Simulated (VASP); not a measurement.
AlGa3N4: single point with LDA

AlGa3N4:

```
Al Ga N
1.0
     4.30542    0.00000    0.00000
     0.00000    4.30542    0.00000
     0.00000    0.00000    4.30542
Al Ga N
1 3 4
Direct
  0.00000 0.00000 0.00000
  0.50000 0.50000 0.00000
  0.50000 0.00000 0.50000
  0.00000 0.50000 0.50000
  0.75481 0.75481 0.24519
  0.75481 0.24519 0.75481
  0.24519 0.75481 0.75481
  0.24519 0.24519 0.24519
```

| Property | Result |
| --- | --- |
| Program | VASP 6.6.1 |
| Task | single point |
| Functional | LDA |
| Potentials or basis | VASP PAW LDA potentials, release 64 (Al, Ga_d, N_h) |
| Cutoff | 1330 eV |
| k mesh | 6 × 6 × 6 |
| Occupations | gaussian, width 0.05 eV |
| Spin | no spin polarisation |
| Dipole correction | no |
| Further INCAR settings | ALGO = Normal; EDIFF = 1e-06; NBANDS = 41 |

| Quantity | Value |
| --- | --- |
| Pressure | 21.6 GPa |
| Largest force | 0.071 eV/Å |
| Band gap on the k mesh | 3.17 eV |

Forces in eV/Å, atoms in the order of the input:
```
Al   0.000  0.000  0.000
Ga   0.000  0.000  0.000
Ga   0.000  0.000  0.000
Ga   0.000  0.000  0.000
N    0.041  0.041 -0.041
N    0.041 -0.041  0.041
N   -0.041  0.041  0.041
N   -0.041 -0.041 -0.041
```

Levels at points of the mesh, in eV from the valence-band top:
```csv
k point,band 28,band 29,band 30,band 31,band 32,band 33,band 34,band 35
"(0.00, 0.00, 0.00)",-2.80,0.00,0.00,0.00,3.17,3.43,3.43,3.43
"(0.50, 0.00, 0.00)",-1.70,-1.70,-1.34,-1.34,5.33,5.40,6.39,6.39
"(0.50, 0.50, 0.00)",-1.13,-1.05,-1.05,-0.71,7.38,7.59,7.73,7.73
"(0.50, 0.50, 0.50)",-0.86,-0.76,-0.76,-0.76,5.76,5.76,5.76,6.98
```

Run time: 5.4 min on 1 thread of Intel(R) Xeon(R) Platinum 8259CL CPU @ 2.50GHz (Skylake/Cascade Lake), with other jobs on the host, peak memory 0.44 GiB.

Caveat: the cell stands under pressure. A k mesh can miss the band edges.
